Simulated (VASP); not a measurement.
Wanted: the native input for a VASP 6.6.1 run.

- Task: relaxation of cell and atoms
- Functional: PBE
- Potentials or basis: VASP PAW PBE potentials, release 64 (Sc_sv, Al, N)
- Cutoff: 600 eV
- k mesh: 6 × 6 × 4
- Occupations: gaussian, width 0.1 eV
- Spin: no spin polarisation
- Dipole correction: no
- Further INCAR settings: ALGO = Normal; EDIFF = 1e-07; IBRION = 2; EDIFFG = -0.04; NSW = 90; ISIF = 3

The structure of Sc2AlN3 lies in POSCAR:

```
Sc2AlN3
1.0
    4.0711036200      0.0000000000      0.0000000000
   -2.0355518100      3.5256791600      0.0000000000
    0.0000000000      0.0000000000      6.4854015100
Sc Al N
2 1 3
Direct
    0.3333333300      0.6666666700      0.2521899900
    0.6666666700      0.3333333300      0.7478100100
    0.0000000000      0.0000000000      0.0000000000
    0.3333333300      0.6666666700      0.6439999900
    0.6666666700      0.3333333300      0.3560000100
    0.0000000000      0.0000000000      0.5000000000
```

One way to write it, as run:

INCAR

```
SYSTEM = Sc2AlN3
ALGO = Normal
EDIFF = 1E-7
EDIFFG = -0.04
ENCUT = 600
GGA = PE
IBRION = 2
ISIF = 3
ISMEAR = 0
LASPH = .TRUE.
LCHARG = .FALSE.
LREAL = .FALSE.
LWAVE = .FALSE.
NELM = 100
NSW = 90
PREC = Accurate
SIGMA = 0.1
```

KPOINTS

```
k-points
0
G
  6 6 4
  0 0 0
```

Potentials or basis: VASP PAW PBE potentials, release 64 (Sc_sv, Al, N).

Command:

```console
$ cat potpaw_PBE.64/Sc_sv/POTCAR potpaw_PBE.64/Al/POTCAR potpaw_PBE.64/N/POTCAR > POTCAR
$ mpirun -np 1 vasp_std > vasp.out
```

It gave:

```json
{
  "Relaxed volume": "10.52 Å³/atom",
  "Relaxed cell": "a = 3.107 Å, b = 3.107 Å, c = 7.553 Å, α = 90.00°, β = 90.00°, γ = 120.00°",
  "Space group after relaxing (to 0.05 Å)": "P-3m1 (No. 164)",
  "Energy gained by relaxing": "2469.9 meV/atom",
  "Ionic steps": "25",
  "Pressure after relaxing": "-0.2 GPa",
  "Largest force after relaxing": "0.015 eV/Å",
  "Band gap on the k mesh": "0.39 eV, indirect (least direct gap 1.84 eV)"
}
```

Caveat: the volume moved by over 15 % at a fixed basis, so the end points are rough.

Wall time 12 min on 1 thread of Intel(R) Xeon(R) 6975P-C (Granite Rapids) (shared host), peak memory 0.31 GiB.
